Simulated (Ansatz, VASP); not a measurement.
## WC: VASP beside Ansatz

The input INCAR:

```
SYSTEM = WC
PREC = Accurate
ENCUT = 520
EDIFF = 1E-6
ISMEAR = -1
SIGMA = 0.05
LREAL = .FALSE.
LASPH = .TRUE.
NELM = 60
ALGO = Normal
ISIF = 2
LWAVE = .FALSE.
LCHARG = .TRUE.
GGA = PS
LELF = .TRUE.
LVHAR = .TRUE.
NBANDS = 16
```

The input KPOINTS:

```
regular mesh
0
G
  13 13 12
  0 0 0
```

The input POSCAR:

```
WC
1.0
    2.9386703057      0.0000000000      0.0000000000
   -1.4693351528      2.5449631381      0.0000000000
    0.0000000000      0.0000000000      2.8662279534
W C
1 1
Direct
    0.0000000000      0.0000000000      0.0000000000
    0.6666666667      0.3333333333      0.5000000000
```

Input for Ansatz:

```yaml
crystal:
  lattice:
    - [2.9386703057, 0.0, 0.0]
    - [-1.4693351528, 2.5449631381, 0.0]
    - [0.0, 0.0, 2.8662279534]
  atoms:
    - { symbol: W, position: [0.0, 0.0, 0.0] }
    - { symbol: C, position: [0.6666666667, 0.3333333333, 0.5] }
kpoints:
  mp_grid: { grid: [13, 13, 12] }
  band_path:
    path:
      - [0.0, 0.0, 0.0]
      - [0.5, 0.0, 0.0]
      - [0.3333333333, 0.3333333333, 0.0]
      - [0.0, 0.0, 0.0]
      - [0.0, 0.0, 0.5]
      - [0.5, 0.0, 0.5]
      - [0.3333333333, 0.3333333333, 0.5]
      - [0.0, 0.0, 0.5]
      - [0.5, 0.0, 0.5]
    npoints: 5
scf:
  occupations: { method: fermi_dirac, width: 0.05 }
hamiltonian:
  xc: pbesol
  pseudopotentials: { kind: all_electron, lapw: { basis_error: 0.001 } }
output:
  forces: true
  stress: true
  eigenvalues: true
```

Change from the starting cell: volume scaled by 1.04.

Alike in both runs: task single point; functional PBEsol; k mesh 13 × 13 × 12; occupations fermi-dirac, width 0.05 eV; no spin polarisation.

```csv
,VASP,Ansatz
version,VASP 6.6.1,Ansatz 0.2.0
potentials or method,"VASP PAW PBE potentials, release 64 (W_sv, C), cutoff 520 eV","all-electron LAPW, scalar-relativistic"
```

VASP gave:

* pressure (GPa): -14.4
* traceless stress, the component that is largest in VASP (GPa): -1.56

Question: Estimate Ansatz's values.

Answer: Pressure (GPa): -15.4; traceless stress, the component that is largest in VASP (GPa): -1.77.

VASP's potentials were made for PBE, not for PBEsol. Ansatz ran all-electron here, and VASP with PAW potentials.

Neither program's run includes spin-orbit coupling.
